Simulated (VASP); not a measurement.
A run of VASP 6.6.1 is set up as follows.

The input INCAR:

```
SYSTEM = Ge2Sb2Te5
PREC = Accurate
ENCUT = 520
EDIFF = 1E-7
ISMEAR = 0
SIGMA = 0.1
LREAL = .False.
LASPH = .True.
NELM = 60
ALGO = Normal
ISIF = 2
LWAVE = .False.
LCHARG = .False.
GGA = PS
NBANDS = 44
```

Contents of KPOINTS:

```
regular mesh
0
Gamma
  12 12 2
  0 0 0
```

Contents of POSCAR:

```
Ge2Sb2Te5
1.0
    4.2242848072      0.0000000000      0.0000000000
   -2.1121424036      3.6583379559      0.0000000000
    0.0000000000      0.0000000000     17.4316537527
Ge Sb Te
2 2 5
Direct
    0.0000000000      0.0000000000      0.3356306130
    0.0000000000      0.0000000000      0.6643693870
    0.3333333333      0.6666666667      0.1150921821
    0.6666666667      0.3333333333      0.8849078179
    0.0000000000      0.0000000000      0.0000000000
    0.3333333333      0.6666666667      0.7848453196
    0.6666666667      0.3333333333      0.2151546804
    0.3333333333      0.6666666667      0.4165283501
    0.6666666667      0.3333333333      0.5834716499
```

Potentials or basis: VASP PAW PBE potentials, release 64 (Ge_d, Sb, Te).

Run with:

```console
$ cat potpaw_PBE.64/Ge_d/POTCAR potpaw_PBE.64/Sb/POTCAR potpaw_PBE.64/Te/POTCAR > POTCAR
$ mpirun -np 1 vasp_std > vasp.out
```

Q: Predict the pressure.

A: -0.9 GPa.

Q: Predict the band gap on the k mesh.

A: Zero (bands 34 and 35 overlap by 0.01 eV).

Q: What does it give for the largest force?

A: 0.030 eV/Å.

Forces on the atoms (eV/Å):
```
Ge   0.000  0.000 -0.015
Ge   0.000  0.000  0.015
Sb   0.000  0.000 -0.028
Sb   0.000  0.000  0.028
Te   0.000  0.000  0.000
Te   0.000  0.000 -0.030
Te   0.000  0.000  0.030
Te   0.000  0.000  0.019
Te   0.000  0.000 -0.019
```

Caveat: the PAW data sets were made with another functional, which shifts forces and pressure a little; spin-orbit coupling is left out, which moves the levels of the heavy elements; this functional lacks dispersion, which binds the layers, so the pressure and a relaxed spacing across them are unreliable.
